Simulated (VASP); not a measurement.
Crystal: K2SiB2.

```
K Si B
1.0
     3.41279    0.00000    0.00000
    -1.70640    2.95557    0.00000
     0.00000    0.00000    9.67739
K Si B
2 1 2
Direct
  0.66667 0.33333 0.30507
  0.33333 0.66667 0.69493
  0.00000 0.00000 0.00000
  0.66667 0.33333 0.87160
  0.33333 0.66667 0.12840
```

```yaml
Program: VASP 6.6.1
Task: relaxation of cell and atoms
Functional: PBE
Potentials_or_basis: VASP PAW PBE potentials, release 64 (K_sv, Si, B)
Cutoff: 600 eV
k_mesh: 6 × 6 × 2
Occupations: gaussian, width 0.1 eV
Spin: no spin polarisation
```

At the start: pressure 3.8 GPa; volume 19.52 Å³/atom.

**Question.** How do energy, volume and symmetry change on relaxing?

**Answer.** Over 15 steps the energy falls by 444.8 meV/atom and the volume is 22.00 Å³/atom (+12.7 %); space group P-3m1 (No. 164, to 0.05 Å).

Step by step:
| step | energy change (eV) | largest force (eV/Å) | pressure (GPa) | volume (Å³) |
| --- | --- | --- | --- | --- |
| 1 | 0.0000 | 3.7878 | 3.80 | 97.61 |
| 2 | -1.2764 | 2.0261 | -0.55 | 104.21 |
| 3 | -1.6165 | 1.3030 | -2.32 | 108.88 |
| 4 | -1.6036 | 0.7350 | -5.03 | 118.35 |
| 5 | -1.7055 | 0.7515 | -3.79 | 113.12 |
| 6 | -1.9942 | 0.5847 | -0.41 | 104.15 |
| 7 | -2.0274 | 0.4444 | 2.04 | 99.68 |
| 8 | -2.0290 | 0.4576 | 1.61 | 100.40 |
| 9 | -2.0960 | 0.3621 | 1.21 | 102.09 |
| 10 | -2.1357 | 0.3226 | 0.66 | 104.74 |
| 11 | -2.1844 | 0.2166 | -0.03 | 108.03 |
| 12 | -2.1992 | 0.2278 | -0.58 | 111.16 |
| 13 | -2.2144 | 0.1389 | 0.27 | 109.59 |
| 14 | -2.2154 | 0.1066 | 0.57 | 109.07 |
| 15 | -2.2240 | 0.0344 | 0.24 | 110.02 |

Final structure:
```
K Si B
1.0
     3.58518    0.00000    0.00000
    -1.79259    3.10486    0.00000
     0.00000    0.00000    9.88354
K Si B
2 1 2
Direct
  0.66667 0.33333 0.28488
  0.33333 0.66667 0.71512
  0.00000 0.00000 0.00000
  0.66667 0.33333 0.93950
  0.33333 0.66667 0.06050
```
